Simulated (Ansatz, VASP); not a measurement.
# Pt in VASP and in Ansatz

```xyz
1
Lattice="0.0000 1.9579 1.9090 1.9579 0.0000 1.9090 1.9579 1.9579 0.0000" Properties=species:S:1:pos:R:3 pbc="T T T"
Pt    0.0000    0.0000    0.0000
```

Change from the starting cell: strain +0.000 along x and y, -0.025 along z, atoms carried along.

Alike in both runs: task single point; functional PBE; k mesh 20 × 20 × 20; occupations gaussian, width 0.15 eV; no spin polarisation.

|  | VASP | Ansatz |
| --- | --- | --- |
| version | VASP 6.6.1 | Ansatz 0.2.0 |
| potentials or method | VASP PAW PBE potentials, release 64 (Pt), cutoff 520 eV | scalar-relativistic, plane waves, PAW |
| valence electrons in the cell | 10 | 18 |

Ansatz gave:

- gap on the k mesh at the Fermi level (eV): none
- pressure (GPa): 20.0
- traceless stress, the component that is largest in VASP (GPa): 1.72

What did VASP give for the same quantities?

gap on the k mesh at the Fermi level (eV): none; pressure (GPa): 19.4; traceless stress, the component that is largest in VASP (GPa): 1.70.

A gap of «none» marks a metal or a gap that the smearing closes. VASP's potentials hold 10 valence electrons a cell and Ansatz's 18, so a difference there can come from the potentials and not from the codes.

Neither program's run includes spin-orbit coupling.
